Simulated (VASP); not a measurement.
# Ge (Fd-3m) in VASP: a series of runs

Runs on Ge. Level: revPBE. Tasks: single point.

All numbers are computed with VASP 6.6.1; they aren't measurements. Logs are shortened: lines on timing, memory, paths and dates and some standing lists are left out, and cuts for length are marked.

### 1 The cell of the first run

It takes space group Fd-3m (No. 227, cubic). Conventional cell: a = 5.811 Å, b = 5.811 Å, c = 5.811 Å, α = 90.00°, β = 90.00°, γ = 90.00°. Ge (site symmetry -43m) has 4 Ge at 2.52 Å within 3.3 Å.

### 2 Single point, revPBE

INCAR

```
SYSTEM = Ge
PREC = Accurate
ENCUT = 520
EDIFF = 1E-6
ISMEAR = -1
SIGMA = 0.05
LREAL = .FALSE.
LASPH = .TRUE.
NELM = 60
ALGO = Normal
ISIF = 2
LWAVE = .FALSE.
LCHARG = .TRUE.
GGA = RE
LELF = .TRUE.
LVHAR = .TRUE.
NBANDS = 21
```

KPOINTS

```
Automatic mesh
0
G
  9 9 9
  0 0 0
```

POSCAR

```
Ge
1.0
    0.0000000000      2.9055419186      2.9055419186
    2.9055419186      0.0000000000      2.9055419186
    2.9055419186      2.9055419186      0.0000000000
Ge
2
Direct
    0.5000000000      0.5000000000      0.5000000000
    0.7500000000      0.7500000000      0.7500000000
```

Potentials or basis: VASP PAW PBE potentials, release 64 (Ge_d).

The run is started by

```
cat potpaw_PBE.64/Ge_d/POTCAR > POTCAR
mpirun -np 1 vasp_std > vasp.out
```

OUTCAR:

```text
SYSTEM = Ge
   PREC = Accurate
   ENCUT = 520
   EDIFF = 1E-6
   ISMEAR = -1
   LREAL = .FALSE.
   LASPH = .TRUE.
   NELM = 60
   ISIF = 2
   GGA = RE

 ion  position               nearest neighbor table
   1  0.500  0.500  0.500-   2 2.52   2 2.52   2 2.52   2 2.52
   2  0.750  0.750  0.750-   1 2.52   1 2.52   1 2.52   1 2.52

  LATTYP: Found a face centered cubic cell.
 ALAT       =     5.8110838372

  Lattice vectors:

 A1 = (   0.0000000000,   2.9055419186,   2.9055419186)
 A2 = (   2.9055419186,   0.0000000000,   2.9055419186)
 A3 = (   2.9055419186,   2.9055419186,   0.0000000000)

Analysis of symmetry for initial positions (statically):
=====================================================================
 Subroutine PRICEL returns:
 Original cell was already a primitive cell.

 Routine SETGRP: Setting up the symmetry group for a
 face centered cubic supercell.

 Subroutine GETGRP returns: Found 48 space group operations
 (whereof 24 operations were pure point group operations)
 out of a pool of 48 trial point group operations.

The static configuration has the point symmetry T_d .
 The point group associated with its full space group is O_h .

Analysis of symmetry for dynamics (positions and initial velocities):
=====================================================================
 Subroutine PRICEL returns:
 Original cell was already a primitive cell.

 Routine SETGRP: Setting up the symmetry group for a
 face centered cubic supercell.

 Subroutine GETGRP returns: Found 48 space group operations
 (whereof 24 operations were pure point group operations)
 out of a pool of 48 trial point group operations.

The dynamic configuration has the point symmetry T_d .
 The point group associated with its full space group is O_h .

 Subroutine INISYM returns: Found 48 space group operations
 (whereof 24 operations are pure point group operations),
 and found     1 'primitive' translations

----------------------------------------------------------------------------------------

                                     Primitive cell

  volume of cell :      49.0582

  direct lattice vectors                    reciprocal lattice vectors
     0.000000000  2.905541919  2.905541919    -0.172084938  0.172084938  0.172084938
     2.905541919  0.000000000  2.905541919     0.172084938 -0.172084938  0.172084938
     2.905541919  2.905541919  0.000000000     0.172084938  0.172084938 -0.172084938

  length of vectors
     4.109056787  4.109056787  4.109056787     0.298059855  0.298059855  0.298059855

  position of ions in fractional coordinates (direct lattice)
     0.500000000  0.500000000  0.500000000
     0.750000000  0.750000000  0.750000000

  ion indices of the primitive-cell ions
   primitive index   ion index
                 1           1
                 2           2

----------------------------------------------------------------------------------------

 KPOINTS: Automatic mesh

Automatic generation of k-mesh.
 Grid dimensions read from file:
 generate k-points for:    9    9    9

 Generating k-lattice:

  Cartesian coordinates                     Fractional coordinates (reciprocal lattice)
    -0.019120549  0.019120549  0.019120549     0.111111111  0.000000000  0.000000000
     0.019120549 -0.019120549  0.019120549     0.000000000  0.111111111  0.000000000
     0.019120549  0.019120549 -0.019120549     0.000000000  0.000000000  0.111111111

  Length of vectors
     0.033117762  0.033117762  0.033117762

  Shift w.r.t. Gamma in fractional coordinates (k-lattice)
     0.000000000  0.000000000  0.000000000

 Subroutine IBZKPT returns following result:
 ===========================================

 Found     35 irreducible k-points:

 Following reciprocal coordinates:
            Coordinates               Weight
  0.000000  0.000000  0.000000      1.000000
  0.111111  0.000000  0.000000      8.000000
  0.222222  0.000000  0.000000      8.000000
  0.333333  0.000000  0.000000      8.000000
  0.444444  0.000000  0.000000      8.000000
  0.111111  0.111111  0.000000      6.000000
[... 16 lines left out ...]
 -0.333333  0.333333  0.000000     12.000000
  0.444444  0.444444  0.000000      6.000000
 [... further k-points ...]
   k-points           NKPTS =     35   k-points in BZ     NKDIM =     35   number of bands    NBANDS=     21
   number of dos      NEDOS =    301   number of ions     NIONS =      2
   total plane-waves  NPLWV =  32768
   dimension x,y,z NGX =    32 NGY =   32 NGZ =   32
   dimension x,y,z NGXF=    64 NGYF=   64 NGZF=   64
   ions per type =               2
   NGX,Y,Z   is equivalent  to a cutoff of  12.95, 12.95, 12.95 a.u.
   NGXF,Y,Z  is equivalent  to a cutoff of  25.89, 25.89, 25.89 a.u.
 SYSTEM =  Ge
   PREC   = accura    normal or accurate (medium, high low for compatibility)
   ISTART =      0    job   : 0-new  1-cont  2-samecut
   ICHARG =      2    charge: 1-file 2-atom 10-const
   ISPIN  =      1    spin polarized calculation?
   LNONCOLLINEAR =      F non collinear calculations
   LSORBIT =      F    spin-orbit coupling
   LASPH  =      T    aspherical Exc in radial PAW
   ENCUT  =  520.0 eV  38.22 Ry    6.18 a.u.   7.64  7.64  7.64*2*pi/ulx,y,z
   NELM   =     60;   NELMIN=  2; NELMDL= -5     # of ELM steps
   EDIFF  = 0.1E-05   stopping-criterion for ELM
   LREAL  =      F    real-space projection
   EDIFFG = 0.1E-04   stopping-criterion for IOM
   NSW    =      0    number of steps for IOM
   IBRION =     -1    ionic relax: 0-MD 1-quasi-New 2-CG
   NFREE  =      0    steps in history (QN), initial steepest desc. (CG)
   ISIF   =      2    stress and relaxation
   ISYM   =      2    0-nonsym 1-usesym 2-fastsym
   POTIM  = 0.5000    time-step for ionic-motion
   TEBEG  =    0.0;   TEEND  =   0.0 temperature during run
   PSTRESS=    0.0 pullay stress
   NELECT =      28.0000    total number of electrons
   NUPDOWN=      -1.0000    fix difference up-down
   EMIN   =  10.00;   EMAX   =-10.00  energy-range for DOS
   EFERMI =   0.00;   METHOD = LEGACY
   ISMEAR =    -1;   SIGMA  =   0.05  broadening in eV -4-tet -1-fermi 0-gaus
   EFERMI_NEDOS =   21; number of points for ismear=-14 and -15
   IALGO  =     38    algorithm
   IMIX   =      4    mixing-type and parameters
     AMIX     =   0.40;   BMIX     =  1.00
     AMIX_MAG =   1.60;   BMIX_MAG =  1.00
  volume/ion in A,a.u.               =      24.53       165.53
  Fermi-wavevector in a.u.,A,eV,Ry     =   1.357971  2.566192 25.090288  1.844084
  Thomas-Fermi vector in A             =   2.484844
   LORBIT       =      0    0 simple, 1 ext, 2 COOP (PROOUT), +10 PAW based schemes
   GGA     = RE    functional components
   LHFCALC =     F    Hartree Fock is set to
   AEXX    =    0.0000 exact exchange contribution
   IVDW    =     0    specifies the selected vdW correction
   LEPSILON=     F    determine dielectric tensor
   LRPA    =     F    only Hartree local field effects (RPA)
 non-spin polarized calculation
  energy-cutoff  :      520.00
  volume of cell :       49.06
 maximum number of plane-waves:      1363
   NGX = 15   NGY = 15   NGZ = 15

 number of electron      27.9999979 magnetization

 Free energy of the ion-electron system (eV)
  ---------------------------------------------------
  ext. energy  EPLUGINS =         0.00000000
  ---------------------------------------------------
  free energy    TOTEN  =        -8.46305824 eV

  energy without entropy =       -8.46201264  energy(sigma->0) =       -8.46253544

 E-fermi :   4.2850     XC(G=0):  -9.4150

 val. band max:        4.0771093357   @ k =   0.1111   0.0000   0.0000
 cond. band min:       4.3235687782   @ k =   0.0000   0.0000   0.0000
 fundamental gap:      0.2464594426
 Fermi energy:         4.2849542975

 k-point     1 :       0.0000    0.0000    0.0000
  band No.  band energies     occupation
      1     -20.4141      2.00000
      2     -20.4141      2.00000
      3     -20.4141      2.00000
      4     -20.3842      2.00000
      5     -20.3842      2.00000
      6     -20.2137      2.00000
[... 13 lines left out ...]
     20      13.5662      0.00000
     21      13.5662      0.00000

 k-point     2 :       0.1111    0.0000    0.0000
  band No.  band energies     occupation
      1     -20.4195      2.00000
      2     -20.4195      2.00000
      3     -20.4125      2.00000
      4     -20.3768      2.00000
      5     -20.3768      2.00000
      6     -20.2233      2.00000
[... 13 lines left out ...]
     20      12.8748      0.00000
     21      12.8748      0.00000

 k-point     3 :       0.2222    0.0000    0.0000
  band No.  band energies     occupation
      1     -20.4272      2.00000
      2     -20.4272      2.00000
      3     -20.4082      2.00000
      4     -20.3643      2.00000
      5     -20.3643      2.00000
      6     -20.2342      2.00000
[... 13 lines left out ...]
     20      12.4861      0.00000
     21      12.4861      0.00000

 k-point     4 :       0.3333    0.0000    0.0000
  band No.  band energies     occupation
      1     -20.4320      2.00000
      2     -20.4320      2.00000
      3     -20.4031      2.00000
      4     -20.3550      2.00000
      5     -20.3550      2.00000
      6     -20.2414      2.00000
[... 13 lines left out ...]
     20      13.1140      0.00000
     21      13.1140      0.00000

 k-point     5 :       0.4444    0.0000    0.0000
  band No.  band energies     occupation
      1     -20.4340      2.00000
      2     -20.4340      2.00000
      3     -20.3998      2.00000
      4     -20.3509      2.00000
      5     -20.3509      2.00000
      6     -20.2442      2.00000
[... 13 lines left out ...]
     20      14.5898      0.00000
     21      14.5898      0.00000
[... 382 lines left out ...]
     20      15.5169      0.00000
     21      16.1784      0.00000

 k-point    22 :      -0.4444    0.3333    0.0000
  band No.  band energies     occupation
      1     -20.4534      2.00000
      2     -20.4420      2.00000
      3     -20.3735      2.00000
      4     -20.3245      2.00000
      5     -20.3112      2.00000
      6     -20.2892      2.00000
[... 13 lines left out ...]
     20      14.6097      0.00000
     21      16.5439      0.00000

 k-point    23 :      -0.3333    0.3333    0.0000
  band No.  band energies     occupation
      1     -20.4560      2.00000
      2     -20.4428      2.00000
      3     -20.3690      2.00000
      4     -20.3136      2.00000
      5     -20.3094      2.00000
      6     -20.2973      2.00000
[... 13 lines left out ...]
     20      13.1002      0.00000
     21      17.2885      0.00000

 k-point    24 :       0.4444    0.4444    0.0000
  band No.  band energies     occupation
      1     -20.4414      2.00000
      2     -20.4414      2.00000
      3     -20.3857      2.00000
      4     -20.3530      2.00000
      5     -20.3088      2.00000
      6     -20.2780      2.00000
[... 13 lines left out ...]
     20      16.0218      0.00000
     21      16.7939      0.00000

 [... further k-points ...]

------------------------ aborting loop because EDIFF is reached ----------------------------------------

  FORCE on cell =-STRESS in cart. coord.  units (eV):
  Direction    XX          YY          ZZ          XY          YZ          ZX
  --------------------------------------------------------------------------------------
  -------------------------------------------------------------------------------------
  Total       -0.1186559     -0.1186559     -0.1186559      0.0000000      0.0000000      0.0000000
  in kB       -3.8751504     -3.8751504     -3.8751504      0.0000000      0.0000000      0.0000000
  external PRESSURE =      -3.8751504 kB  Pullay stress =       0.0000000 kB

 VOLUME and BASIS-vectors are now :
 -----------------------------------------------------------------------------
  energy-cutoff  :      520.00
  volume of cell :       49.06
      direct lattice vectors                 reciprocal lattice vectors
     0.000000000  2.905541919  2.905541919    -0.172084938  0.172084938  0.172084938
     2.905541919  0.000000000  2.905541919     0.172084938 -0.172084938  0.172084938
     2.905541919  2.905541919  0.000000000     0.172084938  0.172084938 -0.172084938

 POSITION                                       TOTAL-FORCE (eV/Angst)
 -----------------------------------------------------------------------------------
      2.90554      2.90554      2.90554        -0.000000     -0.000000     -0.000000
      4.35831      4.35831      4.35831         0.000000      0.000000      0.000000
 -----------------------------------------------------------------------------------
    total drift:                               -0.000000     -0.000000      0.000000

  FREE ENERGIE OF THE ION-ELECTRON SYSTEM (eV)
  ---------------------------------------------------
  free  energy   TOTEN  =        -8.4630582415 eV

  energy  without entropy=       -8.4620126447  energy(sigma->0) =       -8.46253544
```

Run time: 15 s. Hardware: 1 thread of Intel Xeon Platinum 8559C (Emerald Rapids), shared host; peak memory 0.18 GiB.

Results:

- Free energy: -8.4631 eV
- Pressure: -0.4 GPa
- Band gap on the k mesh: zero (filled and empty bands touch)

Caveat: the PAW data sets were made with another functional, which shifts forces and pressure a little.

### 3 Single point, revPBE (volume scaled by 1.04)

INCAR

```
  ALGO = Normal
  EDIFF = 1E-6
  ENCUT = 520
  GGA = RE
  ISIF = 2
  ISMEAR = -1
  LASPH = T
  LCHARG = F
  LREAL = F
  LWAVE = F
  NBANDS = 21
  NELM = 100
  PREC = Accurate
  SIGMA = 0.05
```

KPOINTS

```
k-points
0
Gamma
  9 9 9
```

POSCAR

```
Ge
1.0
    0.0000000000      2.9437771180      2.9437771180
    2.9437771180      0.0000000000      2.9437771180
    2.9437771180      2.9437771180      0.0000000000
Ge
2
Direct
    0.5000000000      0.5000000000      0.5000000000
    0.7500000000      0.7500000000      0.7500000000
```

Potentials or basis: VASP PAW PBE potentials, release 64 (Ge_d).

The run is started by

```
cat potpaw_PBE.64/Ge_d/POTCAR > POTCAR
mpirun -np 1 vasp_std > vasp.out
```

OUTCAR:

```text
EDIFF = 1E-6
   ENCUT = 520
   GGA = RE
   ISIF = 2
   ISMEAR = -1
   LASPH = T
   LREAL = F
   NELM = 100
   PREC = Accurate

 ion  position               nearest neighbor table
   1  0.500  0.500  0.500-   2 2.55   2 2.55   2 2.55   2 2.55
   2  0.750  0.750  0.750-   1 2.55   1 2.55   1 2.55   1 2.55

  LATTYP: Found a face centered cubic cell.
 ALAT       =     5.8875542360

  Lattice vectors:

[... 760 lines left out ...]
     21      16.2775      0.00000

 [... further k-points ...]

------------------------ aborting loop because EDIFF is reached ----------------------------------------

  FORCE on cell =-STRESS in cart. coord.  units (eV):
  Direction    XX          YY          ZZ          XY          YZ          ZX
  --------------------------------------------------------------------------------------
  -------------------------------------------------------------------------------------
  Total       -0.7283506     -0.7283506     -0.7283506     -0.0000000      0.0000000     -0.0000000
  in kB      -22.8721130    -22.8721130    -22.8721130     -0.0000000      0.0000000     -0.0000000
  external PRESSURE =     -22.8721130 kB  Pullay stress =       0.0000000 kB

 VOLUME and BASIS-vectors are now :
 -----------------------------------------------------------------------------
  energy-cutoff  :      520.00
  volume of cell :       51.02
      direct lattice vectors                 reciprocal lattice vectors
     0.000000000  2.943777118  2.943777118    -0.169849815  0.169849815  0.169849815
     2.943777118  0.000000000  2.943777118     0.169849815 -0.169849815  0.169849815
     2.943777118  2.943777118  0.000000000     0.169849815  0.169849815 -0.169849815

 POSITION                                       TOTAL-FORCE (eV/Angst)
 -----------------------------------------------------------------------------------
      2.94378      2.94378      2.94378        -0.000000     -0.000000     -0.000000
      4.41567      4.41567      4.41567         0.000000      0.000000      0.000000
 -----------------------------------------------------------------------------------
    total drift:                               -0.000000     -0.000000      0.000000

  FREE ENERGIE OF THE ION-ELECTRON SYSTEM (eV)
  ---------------------------------------------------
  free  energy   TOTEN  =        -8.4471168140 eV

  energy  without entropy=       -8.4454585918  energy(sigma->0) =       -8.44628770
```

OSZICAR:

```text
N       E                     dE             d eps       ncg     rms          rms(c)
DAV:   1     0.195721088732E+03    0.19572E+03   -0.14817E+04  1627   0.346E+03
DAV:   2     0.207894759300E+02   -0.17493E+03   -0.16927E+03  1475   0.614E+02
DAV:   3    -0.749013585518E+01   -0.28280E+02   -0.28118E+02  1710   0.146E+02
DAV:   4    -0.846235137684E+01   -0.97222E+00   -0.97186E+00  1640   0.317E+01
DAV:   5    -0.847907723173E+01   -0.16726E-01   -0.16725E-01  1690   0.464E+00    0.285E+00
DAV:   6    -0.845396507821E+01    0.25112E-01   -0.17731E-02  1970   0.159E+00    0.169E+00
DAV:   7    -0.844427470385E+01    0.96904E-02   -0.34603E-02  1649   0.198E+00    0.156E-01
DAV:   8    -0.844653614947E+01   -0.22614E-02   -0.54558E-03  1696   0.924E-01    0.485E-02
DAV:   9    -0.844701520958E+01   -0.47906E-03   -0.56130E-04  1615   0.205E-01    0.162E-02
DAV:  10    -0.844710899465E+01   -0.93785E-04   -0.16589E-04  1610   0.980E-02    0.797E-03
DAV:  11    -0.844711707411E+01   -0.80795E-05   -0.26239E-05  1620   0.584E-02    0.219E-03
DAV:  12    -0.844711681400E+01    0.26011E-06   -0.11878E-06  1328   0.171E-02
   1 F= -.84471168E+01 E0= -.84462877E+01  d E =-.165822E-02
```

stdout:

```text
POSCAR found type information on POSCAR Ge
 POSCAR found :  1 types and       2 ions
 scaLAPACK will be used
 -----------------------------------------------------------------------------
|                                                                             |
|                                                                             |
|     You enforced a specific xc type in the INCAR file but a different       |
|     I HOPE YOU KNOW WHAT YOU ARE DOING!                                     |
|                                                                             |
 -----------------------------------------------------------------------------

 LDA part: xc-table for (Slater+PW92), standard interpolation
 POSCAR, INCAR and KPOINTS ok, starting setup
 FFT: planning ... GRIDC
 FFT: planning ... GRID_SOFT
 FFT: planning ... GRID
 WAVECAR not read
 entering main loop
```

It took 14 s on 1 thread of Intel Xeon Platinum 8559C (Emerald Rapids), shared host; peak memory 0.18 GiB.

Results:

| Item | Value |
| --- | --- |
| Free energy | -8.4471 eV |
| Pressure | -2.3 GPa |
| Band gap on the k mesh | zero (band 14 reaches 3.98 eV, above the bottom of band 15 at 3.92 eV) |

Caveat: the PAW data sets were made with another functional, which shifts forces and pressure a little.

[end of part 1 of 2]
